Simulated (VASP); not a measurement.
Wanted: the native input for a VASP 6.6.1 run.

```
Task                   : relaxation of cell and atoms
Functional             : PBE
Potentials or basis    : VASP PAW PBE potentials, release 64 (In_d, Ga_d, As)
Cutoff                 : 600 eV
k mesh                 : 6 × 6 × 6
Occupations            : gaussian, width 0.1 eV
Spin                   : no spin polarisation
Dipole correction      : no
Further INCAR settings : ALGO = Normal; EDIFF = 1e-06; IBRION = 2; EDIFFG = -0.01; NSW = 100; ISIF = 3
```

The structure of InGa3As4 lies in POSCAR:

```
InGa3As4
1.0
    5.8704031527      0.0000000000      0.0000000000
    0.0000000000      5.8704031527      0.0000000000
    0.0000000000      0.0000000000      5.8704031527
In Ga As
1 3 4
Direct
    0.5000000000      0.5000000000      0.5000000000
    0.5000000000      0.0000000000      0.0000000000
    0.0000000000      0.0000000000      0.5000000000
    0.0000000000      0.5000000000      0.0000000000
    0.2404003248      0.7595996752      0.2404003248
    0.2404003248      0.2404003248      0.7595996752
    0.7595996752      0.7595996752      0.7595996752
    0.7595996752      0.2404003248      0.2404003248
```

These files were run (other wordings do the same):

INCAR

```
PREC = Accurate ; ENCUT = 600
EDIFF = 1E-6 ; ISMEAR = 0
SIGMA = 0.1 ; LREAL = F
LASPH = T ; NELM = 80
ALGO = Normal ; ISIF = 3
LWAVE = F ; LCHARG = F
GGA = PE ; IBRION = 2
NSW = 100 ; EDIFFG = -0.01
```

KPOINTS

```
regular mesh
0
Gamma
  6 6 6
```

Potentials or basis: VASP PAW PBE potentials, release 64 (In_d, Ga_d, As).

Launch:

```bash
$ cat potpaw_PBE.64/In_d/POTCAR potpaw_PBE.64/Ga_d/POTCAR potpaw_PBE.64/As/POTCAR > POTCAR
$ mpirun -np 1 vasp_std > vasp.out
```

It gave:

```
Relaxed volume                        : 25.19 Å³/atom
Relaxed cell                          : a = 5.863 Å, b = 5.863 Å, c = 5.863 Å, α = 90.00°, β = 90.00°, γ = 90.00°
Space group after relaxing (to 0.1 Å) : P-43m (No. 215)
Energy gained by relaxing             : 0.1 meV/atom
Ionic steps                           : 4
Pressure after relaxing               : 0.0 GPa
Largest force after relaxing          : 0.007 eV/Å
Band gap on the k mesh                : zero (filled and empty bands touch)
```

Caveat: semilocal functionals underestimate gaps, and a narrow one can read as zero; spin-orbit coupling is left out, which moves the levels of the heavy elements.

It took 19 min on 1 thread of AMD EPYC 7R13, with other jobs on the host, peak memory 0.44 GiB.
